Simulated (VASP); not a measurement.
Set up this calculation in VASP 6.6.1, as the native input.

```
Task                   : single point
Functional             : PBE
Potentials or basis    : VASP PAW PBE potentials, release 64 (Mo_sv)
Cutoff                 : 520 eV
k mesh                 : 15 × 15 × 15
Occupations            : fermi-dirac, width 0.1 eV
Spin                   : no spin polarisation
Dipole correction      : no
Further INCAR settings : ALGO = Normal; EDIFF = 1e-07; NBANDS = 21
```

The structure of Mo lies in POSCAR:

```
Mo
1.0
    0.0000000000      2.2228330798      2.2228330798
    2.2228330798      0.0000000000      2.2228330798
    2.2228330798      2.2228330798      0.0000000000
Mo
2
Direct
   -0.1250000000     -0.1250000000     -0.1250000000
    0.1250000000      0.1250000000      0.1250000000
```

This isn't the form of Mo at room conditions, which is bcc.

The input as run:

INCAR

```
  ALGO = Normal
  EDIFF = 1E-7
  ENCUT = 520
  GGA = PE
  ISIF = 2
  ISMEAR = -1
  LASPH = True
  LCHARG = False
  LREAL = False
  LWAVE = False
  NBANDS = 21
  NELM = 80
  PREC = Accurate
  SIGMA = 0.1
```

KPOINTS

```
k-points
0
Gamma
  15 15 15
```

Potentials or basis: VASP PAW PBE potentials, release 64 (Mo_sv).

The run is started by

```sh
$ cat potpaw_PBE.64/Mo_sv/POTCAR > POTCAR
$ mpirun -np 1 vasp_std > vasp.out
```

It gave:

```
Pressure               : 384.9 GPa
Band gap on the k mesh : zero (bands 14 and 15 overlap by 2.13 eV)
```

Caveat: atoms lie so close that the PAW spheres overlap strongly, which falsifies energies and pressures; the cell stands under pressure.

It took 38 s on 1 thread of Intel(R) Xeon(R) Platinum 8259CL CPU @ 2.50GHz (Skylake/Cascade Lake), with other jobs on the host, peak memory 0.16 GiB.
